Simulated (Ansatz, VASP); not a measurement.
# Ta2SiO3: VASP beside Ansatz

```xyz
6
Lattice="4.1735 0.0000 0.0000 0.0000 4.1735 0.0000 0.0000 0.0000 4.2570" Properties=species:S:1:pos:R:3 pbc="T T T"
Ta    0.0000    2.0868    2.8359
Ta    2.0868    0.0000    2.8359
Si    2.0868    2.0868    4.5945
O     2.0868    2.0868    2.0064
O     0.0000    2.0868    0.7393
O     2.0868    0.0000    0.7393
```

Alike in both runs: functional PBE; k mesh 3 × 3 × 3; occupations gaussian, width 0.15 eV; no spin polarisation.

Ansatz relaxed the structure, and its values are those at the end. VASP's run is a single point on that final structure, the one shown.

```csv
,VASP,Ansatz
version,VASP 6.6.1,Ansatz 0.2.0
potentials or method,"VASP PAW PBE potentials, release 64 (Ta_sv_GW, Si, O), cutoff 700 eV","scalar-relativistic, plane waves, PAW"
valence electrons in the cell,48,48
```

Ansatz gave:

- gap on the k mesh at the Fermi level (eV): none
- pressure (GPa): 0.1
- rms of the force components (eV/Å): 0.005

Problem. What did VASP give for the same quantities?

Solution. gap on the k mesh at the Fermi level (eV): none; pressure (GPa): -0.1; rms of the force components (eV/Å): 0.020.

A gap of «none» marks a metal or a gap that the smearing closes.

The k mesh is coarse, so the values compare programs but aren't converged. Neither program's run includes spin-orbit coupling.
